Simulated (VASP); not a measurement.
A run of VASP 6.6.1 is set up as follows.

Contents of INCAR:

```
ALGO     = Normal         # electronic algorithm
EDIFF    = 1E-6           # SCF threshold, eV
ENCUT    = 500            # plane-wave cutoff, eV
GGA      = PE             # functional
GGA_COMPAT= False        
ISIF     = 2              # what is computed and relaxed
ISMEAR   = 0              # smearing method
LASPH    = True           # aspherical terms in the spheres
LCHARG   = True           # write CHGCAR
LELF     = True           # ELF
LREAL    = False          # projectors in reciprocal space
LVHAR    = True         
LWAVE    = False          # write WAVECAR
NBANDS   = 11             # bands
NELM     = 120            # most SCF steps
PREC     = Accurate       # precision mode
SIGMA    = 0.01           # smearing width, eV
```

The input KPOINTS:

```
k-points
0
Gamma
  8 8 8
```

The input POSCAR:

```
AlAs
1.0
    0.0000000000      2.8389251755      2.8389251755
    2.8389251755      0.0000000000      2.8389251755
    2.8389251755      2.8389251755      0.0000000000
Al As
1 1
Direct
    0.0000000000      0.0000000000      0.0000000000
    0.2500000000      0.2500000000      0.2500000000
```

Potentials or basis: VASP PAW PBE potentials, release 64 (Al, As).

The run is started by

```console
$ cat potpaw_PBE.64/Al/POTCAR potpaw_PBE.64/As/POTCAR > POTCAR
$ mpirun -np 1 vasp_std > vasp.out
```

Question: Predict the pressure.

Answer: 2.1 GPa.

Question: Predict the band gap on the k mesh.

Answer: 1.45 eV, indirect (least direct gap 1.99 eV).

A k mesh can miss the band edges.
